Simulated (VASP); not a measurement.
# PbS (Cmcm) in VASP: notebook

Runs on PbS. Level: PBEsol. Tasks: single point.

All numbers are computed with VASP 6.6.1; they aren't measurements. Logs are shortened: lines on timing, memory, paths and dates and some standing lists are left out, and cuts for length are marked.

**1. The cell of the first run**

It takes space group Cmcm (No. 63, orthorhombic). The conventional cell has a = 4.160 Å, b = 11.983 Å, c = 4.279 Å, α = 90.00°, β = 90.00°, γ = 90.00°. Within 3.5 Å of Pb (site symmetry m2m) lie 5 S at 2.69 to 2.99 Å. S (site symmetry m2m) has 5 Pb at 2.69 to 2.99 Å within 3.5 Å.

**2. Single point, PBEsol**

Contents of INCAR:

```
SYSTEM = PbS
ALGO     = Normal         ! electronic algorithm
EDIFF    = 1E-6           ! SCF threshold, eV
ENCUT    = 520            ! plane-wave cutoff, eV
GGA      = PS             ! functional
ISIF     = 2              ! what is computed and relaxed
ISMEAR   = -1             ! smearing method
LASPH    = .TRUE.         ! aspherical terms in the spheres
LCHARG   = .FALSE.        ! write CHGCAR
LREAL    = .FALSE.        ! projectors in reciprocal space
LWAVE    = .FALSE.        ! write WAVECAR
NBANDS   = 28             ! bands
NELM     = 80             ! most SCF steps
PREC     = Accurate       ! precision mode
SIGMA    = 0.02           ! smearing width, eV
```

Contents of KPOINTS:

```
k-points
0
G
  2 2 2
  0 0 0
```

Contents of POSCAR:

```
PbS
1.0
    2.0799530000     -5.9912970000      0.0000000000
    2.0799530000      5.9912970000      0.0000000000
    0.0000000000      0.0000000000      4.2793210000
Pb S
2 2
Direct
    0.8694370000      0.1305630000      0.7500000000
    0.1305630000      0.8694370000      0.2500000000
    0.6452030000      0.3547970000      0.7500000000
    0.3547970000      0.6452030000      0.2500000000
```

Potentials or basis: VASP PAW PBE potentials, release 64 (Pb_d, S).

Run with:

```bash
> cat potpaw_PBE.64/Pb_d/POTCAR potpaw_PBE.64/S/POTCAR > POTCAR
> mpirun -np 1 vasp_std > vasp.out
```

OUTCAR:

```text
SYSTEM = PbS
   EDIFF = 1E-6
   ENCUT = 520
   GGA = PS
   ISIF = 2
   ISMEAR = -1
   LASPH = .TRUE.
   LREAL = .FALSE.
   NELM = 80
   PREC = Accurate

 ion  position               nearest neighbor table
   1  0.869  0.131  0.750-   3 2.69   4 2.99   4 2.99   4 2.99   4 2.99   2 3.79   2 3.79   2 4.13
                             2 4.13   2 4.13   2 4.13
   2  0.131  0.869  0.250-   4 2.69   3 2.99   3 2.99   3 2.99   3 2.99   1 3.79   1 3.79   1 4.13
                             1 4.13   1 4.13   1 4.13
   3  0.645  0.355  0.750-   1 2.69   2 2.99   2 2.99   2 2.99   2 2.99
   4  0.355  0.645  0.250-   2 2.69   1 2.99   1 2.99   1 2.99   1 2.99

  LATTYP: Found a base centered orthorhombic cell.
 ALAT       =     4.1599060000
 B/A-ratio  =     2.8804963381
 C/A-ratio  =     1.0287061775

  Lattice vectors:

 A1 = (   2.0799530000,  -5.9912970000,   0.0000000000)
 A2 = (   2.0799530000,   5.9912970000,   0.0000000000)
 A3 = (   0.0000000000,   0.0000000000,   4.2793210000)

Analysis of symmetry for initial positions (statically):
=====================================================================
 Subroutine PRICEL returns:
 Original cell was already a primitive cell.

 Routine SETGRP: Setting up the symmetry group for a
 base centered orthorhombic supercell.

 Subroutine GETGRP returns: Found  8 space group operations
 (whereof  4 operations were pure point group operations)
 out of a pool of  8 trial point group operations.

The static configuration has the point symmetry C_2h.
 The point group associated with its full space group is D_2h.

Analysis of symmetry for dynamics (positions and initial velocities):
=====================================================================
 Subroutine PRICEL returns:
 Original cell was already a primitive cell.

 Routine SETGRP: Setting up the symmetry group for a
 base centered orthorhombic supercell.

 Subroutine GETGRP returns: Found  8 space group operations
 (whereof  4 operations were pure point group operations)
 out of a pool of  8 trial point group operations.

The dynamic configuration has the point symmetry C_2h.
 The point group associated with its full space group is D_2h.

 Subroutine INISYM returns: Found  8 space group operations
 (whereof  4 operations are pure point group operations),
 and found     1 'primitive' translations

----------------------------------------------------------------------------------------

                                     Primitive cell
[... 75 lines left out ...]
   NELM   =     80;   NELMIN=  2; NELMDL= -5     # of ELM steps
   EDIFF  = 0.1E-05   stopping-criterion for ELM
   LREAL  =      F    real-space projection
   EDIFFG = 0.1E-04   stopping-criterion for IOM
   NSW    =      0    number of steps for IOM
   IBRION =     -1    ionic relax: 0-MD 1-quasi-New 2-CG
   NFREE  =      0    steps in history (QN), initial steepest desc. (CG)
   ISIF   =      2    stress and relaxation
   ISYM   =      2    0-nonsym 1-usesym 2-fastsym
   POTIM  = 0.5000    time-step for ionic-motion
   TEBEG  =    0.0;   TEEND  =   0.0 temperature during run
   PSTRESS=    0.0 pullay stress
   NELECT =      40.0000    total number of electrons
   NUPDOWN=      -1.0000    fix difference up-down
   EMIN   =  10.00;   EMAX   =-10.00  energy-range for DOS
   EFERMI =   0.00;   METHOD = LEGACY
   ISMEAR =    -1;   SIGMA  =   0.02  broadening in eV -4-tet -1-fermi 0-gaus
   EFERMI_NEDOS =   21; number of points for ismear=-14 and -15
   IALGO  =     38    algorithm
   IMIX   =      4    mixing-type and parameters
     AMIX     =   0.40;   BMIX     =  1.00
     AMIX_MAG =   1.60;   BMIX_MAG =  1.00
  volume/ion in A,a.u.               =      26.66       179.94
  Fermi-wavevector in a.u.,A,eV,Ry     =   1.180597  2.231005 18.963933  1.393810
  Thomas-Fermi vector in A             =   2.316887
   LORBIT       =      0    0 simple, 1 ext, 2 COOP (PROOUT), +10 PAW based schemes
   GGA     = PS    functional components
   LHFCALC =     F    Hartree Fock is set to
   AEXX    =    0.0000 exact exchange contribution
   IVDW    =     0    specifies the selected vdW correction
   LEPSILON=     F    determine dielectric tensor
   LRPA    =     F    only Hartree local field effects (RPA)
 non-spin polarized calculation
  energy-cutoff  :      520.00
  volume of cell :      106.65
 maximum number of plane-waves:      2904
 NGX is ok and might be reduce to    48
   NGX = 23   NGY = 23   NGZ = 15

 number of electron      40.0000007 magnetization

 Free energy of the ion-electron system (eV)
  ---------------------------------------------------
  ext. energy  EPLUGINS =         0.00000000
  ---------------------------------------------------
  free energy    TOTEN  =       -17.91380502 eV

  energy without entropy =      -17.91380502  energy(sigma->0) =      -17.91380502

 E-fermi :   5.2230     XC(G=0):  -9.7751

 val. band max:        4.7518381213   @ k =   0.0000   0.0000   0.5000
 cond. band min:       5.8823477808   @ k =   0.5000   0.5000   0.0000
 fundamental gap:      1.1305096595
 Fermi energy:         5.2229730828

 k-point     1 :       0.0000    0.0000    0.0000
  band No.  band energies     occupation
      1     -11.5723      2.00000
      2     -11.5033      2.00000
      3     -11.5028      2.00000
      4     -11.4731      2.00000
      5     -11.4610      2.00000
      6     -11.4526      2.00000
[... 175 lines left out ...]
     27      13.2968      0.00000
     28      13.2968      0.00000

------------------------ aborting loop because EDIFF is reached ----------------------------------------

  FORCE on cell =-STRESS in cart. coord.  units (eV):
  Direction    XX          YY          ZZ          XY          YZ          ZX
  --------------------------------------------------------------------------------------
  -------------------------------------------------------------------------------------
  Total        1.0015521     -3.1175372      1.0976141      0.0000000     -0.0000000      0.0000000
  in kB       15.0454404    -46.8320306     16.4884958      0.0000000     -0.0000000      0.0000000
  external PRESSURE =      -5.0993648 kB  Pullay stress =       0.0000000 kB

 VOLUME and BASIS-vectors are now :
 -----------------------------------------------------------------------------
  energy-cutoff  :      520.00
  volume of cell :      106.65
      direct lattice vectors                 reciprocal lattice vectors
     2.079953000 -5.991297000  0.000000000     0.240390047 -0.083454384  0.000000000
     2.079953000  5.991297000  0.000000000     0.240390047  0.083454384  0.000000000
     0.000000000  0.000000000  4.279321000     0.000000000  0.000000000  0.233681932

 POSITION                                       TOTAL-FORCE (eV/Angst)
 -----------------------------------------------------------------------------------
      2.07995     -4.42681      3.20949         0.000000      0.219028      0.000000
      2.07995      4.42681      1.06983         0.000000     -0.219028      0.000000
      2.07995     -1.73991      3.20949         0.000000     -0.859740     -0.000000
      2.07995      1.73991      1.06983         0.000000      0.859740      0.000000
 -----------------------------------------------------------------------------------
    total drift:                                0.000000     -0.000000      0.000000

  FREE ENERGIE OF THE ION-ELECTRON SYSTEM (eV)
  ---------------------------------------------------
  free  energy   TOTEN  =       -17.9138050239 eV

  energy  without entropy=      -17.9138050239  energy(sigma->0) =      -17.91380502
```

Run time: 22 s. Hardware: 1 thread of AMD EPYC 7R43 (Zen 3), shared host; peak memory 0.21 GiB.

What came out:

```yaml
Free_energy: -17.9138 eV
Pressure: -0.5 GPa
Largest_force: 0.860 eV/Å
Band_gap_on_the_k_mesh: 1.13 eV, indirect (least direct gap 1.48 eV)
```

Forces in eV/Å, atoms in the order of the input:
```
Pb   0.000  0.219  0.000
Pb   0.000 -0.219  0.000
S    0.000 -0.860  0.000
S    0.000  0.860  0.000
```

Levels at points of the mesh, in eV from the valence-band top:
```csv
k point,band 16,band 17,band 18,band 19,band 20,band 21,band 22,band 23,band 24,band 25
"(0.00, 0.00, 0.00)",-2.84,-2.26,-1.54,-1.35,-0.36,4.67,4.70,4.89,5.58,5.81
"(0.50, 0.00, 0.00)",-1.93,-1.21,-1.03,-0.28,-0.25,1.75,1.84,2.19,3.00,3.14
"(0.50, 0.50, 0.00)",-2.51,-1.84,-1.76,-1.17,-0.35,1.13,4.47,4.78,4.94,5.53
"(0.00, 0.00, 0.50)",-2.65,-0.96,-0.96,0.00,0.00,1.78,1.78,2.75,2.75,5.04
"(0.50, 0.00, 0.50)",-4.24,-3.05,-3.05,-1.32,-1.32,3.41,3.41,5.30,5.30,6.38
"(0.50, 0.50, 0.50)",-1.08,-1.07,-1.07,-0.41,-0.41,1.70,1.70,3.18,3.18,3.46
```

Caveat: the k points lie up to 0.80 Å⁻¹ apart; the PAW data sets were made with another functional, which shifts forces and pressure a little; spin-orbit coupling is left out, which moves the levels of the heavy elements.

**3. Single point, PBEsol**

Contents of INCAR:

```
PREC = Accurate ; ENCUT = 520
EDIFF = 1E-6 ; ISMEAR = -1
SIGMA = 0.02 ; LREAL = F
LASPH = T ; NELM = 80
ALGO = Normal ; ISIF = 2
LWAVE = F ; LCHARG = F
GGA = PS ; NBANDS = 28
```

Contents of KPOINTS:

```
regular mesh
0
Gamma
  3 3 3
```

POSCAR is that of step 2.

Potentials or basis: VASP PAW PBE potentials, release 64 (Pb_d, S).

Run with:

```bash
> cat potpaw_PBE.64/Pb_d/POTCAR potpaw_PBE.64/S/POTCAR > POTCAR
> mpirun -np 1 vasp_std > vasp.out
```

It took 26 s on 1 thread of AMD EPYC 7R43 (Zen 3), shared host; peak memory 0.21 GiB.

It converged, with:

```yaml
Free_energy: -18.7916 eV
Pressure: -1.9 GPa
Largest_force: 0.225 eV/Å
Band_gap_on_the_k_mesh: 1.68 eV, direct
```

Forces in eV/Å, atoms in the order of the input:
```
Pb   0.000  0.047  0.000
Pb   0.000 -0.047  0.000
S    0.000  0.225  0.000
S    0.000 -0.225  0.000
```

Stress tensor (GPa, compression positive):
```
-2.59  0.00  0.00
 0.00 -0.65  0.00
 0.00  0.00 -2.59
```

Levels at points of the mesh, in eV from the valence-band top:
```
           k point  band 16  band 17  band 18  band 19  band 20  band 21  band 22  band 23  band 24  band 25
(0.00, 0.00, 0.00)    -2.82    -2.26    -1.52    -1.34    -0.35     4.74     4.74     4.96     5.67     5.89
```

Caveat: the k points lie up to 0.53 Å⁻¹ apart; the PAW data sets were made with another functional, which shifts forces and pressure a little; spin-orbit coupling is left out, which moves the levels of the heavy elements.

**4. Single point, PBEsol**

Contents of INCAR:

```
SYSTEM = PbS
PREC = Accurate
ENCUT = 520
EDIFF = 1E-7
ISMEAR = -1
SIGMA = 0.02
LREAL = .FALSE.
LASPH = .TRUE.
NELM = 100
ALGO = Normal
ISIF = 2
LWAVE = .FALSE.
LCHARG = .TRUE.
GGA = PS
LELF = .TRUE.
LVHAR = .TRUE.
NBANDS = 28
```

Contents of KPOINTS:

```
regular mesh
0
G
  4 4 3
  0 0 0
```

POSCAR is that of step 3.

Run with:

```bash
> cat potpaw_PBE.64/Pb_d/POTCAR potpaw_PBE.64/S/POTCAR > POTCAR
> mpirun -np 1 vasp_std > vasp.out
```

Run time: 53 s. Hardware: 1 thread of AMD EPYC 7R43 (Zen 3), shared host; peak memory 0.22 GiB.

The run converged. Its results:

| Quantity | Value |
| --- | --- |
| Free energy | -18.7608 eV |
| Pressure | -2.0 GPa |
| Largest force | 0.100 eV/Å |
| Band gap on the k mesh | 1.13 eV, indirect (least direct gap 1.32 eV) |

Forces in eV/Å, atoms in the order of the input:
```
Pb   0.000  0.051  0.000
Pb   0.000 -0.051  0.000
S    0.000  0.100  0.000
S    0.000 -0.100  0.000
```

Stress tensor (GPa, compression positive):
```
-2.42  0.00  0.00
 0.00 -1.19  0.00
 0.00  0.00 -2.28
```

Levels at points of the mesh, in eV from the valence-band top:
```csv
k point,band 16,band 17,band 18,band 19,band 20,band 21,band 22,band 23,band 24,band 25
"(0.00, 0.00, 0.00)",-2.92,-2.36,-1.62,-1.43,-0.45,4.64,4.64,4.87,5.57,5.79
"(0.50, 0.00, 0.00)",-2.00,-1.30,-1.13,-0.35,-0.34,1.74,1.84,2.21,2.95,3.14
"(0.50, 0.50, 0.00)",-2.59,-1.91,-1.83,-1.27,-0.43,1.13,4.45,4.74,4.91,5.54
```

Caveat: the k points lie up to 0.49 Å⁻¹ apart; the PAW data sets were made with another functional, which shifts forces and pressure a little; spin-orbit coupling is left out, which moves the levels of the heavy elements. A k mesh can miss the band edges.

**5. Single point, PBEsol**

Contents of INCAR:

```
PREC = Accurate ; ENCUT = 520
EDIFF = 1E-6 ; ISMEAR = -1
SIGMA = 0.02 ; LREAL = False
LASPH = True ; NELM = 100
ALGO = Normal ; ISIF = 2
LWAVE = False ; LCHARG = False
GGA = PS ; NBANDS = 28
```

Contents of KPOINTS:

```
regular mesh
0
Gamma
  4 4 4
```

POSCAR is that of step 4.

Potentials or basis: VASP PAW PBE potentials, release 64 (Pb_d, S).

Run with:

```bash
> cat potpaw_PBE.64/Pb_d/POTCAR potpaw_PBE.64/S/POTCAR > POTCAR
> mpirun -np 1 vasp_std > vasp.out
```

OUTCAR:

```text
PREC = Accurate
   ENCUT = 520
   EDIFF = 1E-6
   ISMEAR = -1
   LREAL = False
   LASPH = True
   NELM = 100
   ISIF = 2
   GGA = PS

 ion  position               nearest neighbor table
   1  0.869  0.131  0.750-   3 2.69   4 2.99   4 2.99   4 2.99   4 2.99   2 3.79   2 3.79   2 4.13
                             2 4.13   2 4.13   2 4.13
   2  0.131  0.869  0.250-   4 2.69   3 2.99   3 2.99   3 2.99   3 2.99   1 3.79   1 3.79   1 4.13
                             1 4.13   1 4.13   1 4.13
   3  0.645  0.355  0.750-   1 2.69   2 2.99   2 2.99   2 2.99   2 2.99
   4  0.355  0.645  0.250-   2 2.69   1 2.99   1 2.99   1 2.99   1 2.99

  LATTYP: Found a base centered orthorhombic cell.
 ALAT       =     4.1599060000
 B/A-ratio  =     2.8804963381
 C/A-ratio  =     1.0287061775

  Lattice vectors:

 A1 = (   2.0799530000,  -5.9912970000,   0.0000000000)
 A2 = (   2.0799530000,   5.9912970000,   0.0000000000)
 A3 = (   0.0000000000,   0.0000000000,   4.2793210000)

Analysis of symmetry for initial positions (statically):
=====================================================================
[... 171 lines left out ...]
  energy without entropy =      -18.76129325  energy(sigma->0) =      -18.76129325

 E-fermi :   5.1438     XC(G=0):  -9.7828

 val. band max:        4.6745049348   @ k =   0.0000   0.0000   0.5000
 cond. band min:       5.8903098589   @ k =   0.5000   0.5000   0.0000
 fundamental gap:      1.2158049240
 Fermi energy:         5.1438050599

 k-point     1 :       0.0000    0.0000    0.0000
  band No.  band energies     occupation
      1     -11.5249      2.00000
      2     -11.4227      2.00000
      3     -11.4134      2.00000
      4     -11.4111      2.00000
      5     -11.3765      2.00000
      6     -11.3729      2.00000
[... 640 lines left out ...]
     27      13.2791      0.00000
     28      13.2791      0.00000

------------------------ aborting loop because EDIFF is reached ----------------------------------------

  FORCE on cell =-STRESS in cart. coord.  units (eV):
  Direction    XX          YY          ZZ          XY          YZ          ZX
  --------------------------------------------------------------------------------------
  -------------------------------------------------------------------------------------
  Total       -1.3710675     -1.1687513     -1.4995288      0.0000000     -0.0000000      0.0000000
  in kB      -20.5963470    -17.5571273    -22.5261079      0.0000000     -0.0000000      0.0000000
  external PRESSURE =     -20.2265274 kB  Pullay stress =       0.0000000 kB

 VOLUME and BASIS-vectors are now :
 -----------------------------------------------------------------------------
  energy-cutoff  :      520.00
  volume of cell :      106.65
      direct lattice vectors                 reciprocal lattice vectors
     2.079953000 -5.991297000  0.000000000     0.240390047 -0.083454384  0.000000000
     2.079953000  5.991297000  0.000000000     0.240390047  0.083454384  0.000000000
     0.000000000  0.000000000  4.279321000     0.000000000  0.000000000  0.233681932

 POSITION                                       TOTAL-FORCE (eV/Angst)
 -----------------------------------------------------------------------------------
      2.07995     -4.42681      3.20949         0.000000      0.040887     -0.000000
      2.07995      4.42681      1.06983         0.000000     -0.040887     -0.000000
      2.07995     -1.73991      3.20949         0.000000     -0.019855      0.000000
      2.07995      1.73991      1.06983         0.000000      0.019855     -0.000000
 -----------------------------------------------------------------------------------
    total drift:                                0.000000     -0.000000      0.000000

  FREE ENERGIE OF THE ION-ELECTRON SYSTEM (eV)
  ---------------------------------------------------
  free  energy   TOTEN  =       -18.7612932466 eV

  energy  without entropy=      -18.7612932466  energy(sigma->0) =      -18.76129325
```

OSZICAR:

```text
N       E                     dE             d eps       ncg     rms          rms(c)
DAV:   1     0.420910580646E+03    0.42091E+03   -0.18982E+04  1176   0.154E+03
DAV:   2     0.292267405720E+02   -0.39168E+03   -0.37987E+03  1188   0.405E+02
DAV:   3    -0.172609385696E+02   -0.46488E+02   -0.44751E+02  1512   0.156E+02
DAV:   4    -0.195262932245E+02   -0.22654E+01   -0.22568E+01  1396   0.354E+01
DAV:   5    -0.196183419669E+02   -0.92049E-01   -0.92030E-01  1644   0.740E+00    0.612E+00
DAV:   6    -0.187631951100E+02    0.85515E+00   -0.21501E+00  1648   0.101E+01    0.393E+00
DAV:   7    -0.187652169197E+02   -0.20218E-02   -0.38775E-01  1380   0.267E+00    0.238E+00
DAV:   8    -0.187654719553E+02   -0.25504E-03   -0.64604E-02  1736   0.191E+00    0.642E-01
DAV:   9    -0.187610822413E+02    0.43897E-02   -0.18807E-02  1656   0.996E-01    0.100E-01
DAV:  10    -0.187612712725E+02   -0.18903E-03   -0.13199E-03  1364   0.199E-01    0.432E-02
DAV:  11    -0.187612967054E+02   -0.25433E-04   -0.89867E-05  1752   0.643E-02    0.206E-02
DAV:  12    -0.187612940230E+02    0.26824E-05   -0.16026E-05  1532   0.229E-02    0.128E-02
DAV:  13    -0.187612932466E+02    0.77636E-06   -0.20776E-06   996   0.107E-02
   1 F= -.18761293E+02 E0= -.18761293E+02  d E =-.197816E-11
```

Wall time 60 s (1 thread of AMD EPYC 7R43 (Zen 3), shared host); peak memory 0.23 GiB.

What came out:

```
Free energy            : -18.7613 eV
Pressure               : -2.0 GPa
Largest force          : 0.041 eV/Å
Band gap on the k mesh : 1.22 eV, indirect (least direct gap 1.57 eV)
```

Forces on the atoms (eV/Å):
```
Pb   0.000  0.041  0.000
Pb   0.000 -0.041  0.000
S    0.000 -0.020  0.000
S    0.000  0.020  0.000
```

Stress tensor (GPa, compression positive):
```
-2.06  0.00  0.00
 0.00 -1.76  0.00
 0.00  0.00 -2.25
```

Caveat: the PAW data sets were made with another functional, which shifts forces and pressure a little; spin-orbit coupling is left out, which moves the levels of the heavy elements. A k mesh can miss the band edges.

(Part 1 of 2 ends here.)
